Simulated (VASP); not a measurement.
The system is Zr.

```
CELL_PARAMETERS angstrom
3.23200 0.00000 0.00000
-1.61600 2.79899 0.00000
0.00000 0.00000 5.14700
ATOMIC_POSITIONS crystal
Zr 0.33333 0.66667 0.25000
Zr 0.66667 0.33333 0.75000
```

* Program: VASP 6.6.1
* Task: relaxation of cell and atoms
* Functional: BLYP
* Potentials or basis: VASP PAW PBE potentials, release 64 (Zr_sv)
* Cutoff: 600 eV
* k mesh: 11 × 11 × 6
* Occupations: fermi-dirac, width 0.05 eV
* Spin: collinear spin
* Starting moments: [1.0, 1.0] μB

At the start: pressure 3.7 GPa; volume 23.28 Å³/atom.

Problem. Where does the relaxation end?

Solution. Over 6 steps the energy falls by 10.3 meV/atom and the volume is 24.18 Å³/atom (+3.9 %); space group P6_3/mmc (No. 194, to 0.1 Å) before and after; moment 0.00 μB per cell.

Step by step:
```tsv
step	energy change (eV)	largest force (eV/Å)	pressure (GPa)	volume (Å³)
1	0.0000	0.0000	3.68	46.56
2	-0.0019	0.0000	-3.15	50.25
3	-0.0206	0.0000	-0.03	48.41
4	-0.0206	0.0000	0.03	48.37
5	-0.0206	0.0000	0.04	48.37
6	-0.0206	0.0000	0.04	48.37
```

Final structure:
```yaml
crystal:
  lattice:
    - [3.26951, 0.00000, 0.00000]
    - [-1.63475, 2.83147, 0.00000]
    - [0.00000, 0.00000, 5.22475]
  atoms:
    - { symbol: Zr, position: [0.33333, 0.66667, 0.25000] }
    - { symbol: Zr, position: [0.66667, 0.33333, 0.75000] }
```

Caveat: the PAW data sets were made with another functional, which shifts forces and pressure a little.
